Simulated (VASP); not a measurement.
Ti: single point with LDA

Ti:

```xyz
1
Lattice="0.0000 2.0434 2.0434 2.0434 0.0000 2.0434 2.0434 2.0434 0.0000" Properties=species:S:1:pos:R:3 pbc="T T T"
Ti    0.0000    0.0000    0.0000
```

This isn't the form of Ti at room conditions, which is hcp.

| Item | Value |
| --- | --- |
| Program | VASP 6.6.1 |
| Task | single point |
| Functional | LDA |
| Potentials or basis | VASP PAW LDA potentials, release 64 (Ti_sv) |
| Cutoff | 520 eV |
| k mesh | 11 × 11 × 11 |
| Occupations | fermi-dirac, width 0.05 eV |
| Spin | no spin polarisation |

| Quantity | Value |
| --- | --- |
| Pressure | -7.4 GPa |
| Band gap on the k mesh | zero (bands 6 and 7 overlap by 1.14 eV) |

Levels at points of the mesh, in eV from the Fermi level:
```csv
k point,band 2,band 3,band 4,band 5,band 6,band 7,band 8,band 9,band 10,band 11
"(0.00, 0.00, 0.00)",-32.19,-32.19,-32.19,-6.06,0.86,0.86,0.86,2.50,2.50,15.44
```

It took 13 s on 1 thread of AMD EPYC 9R45 (Zen 5) (shared host), peak memory 0.09 GiB.

Caveat: the cell stands under tension.
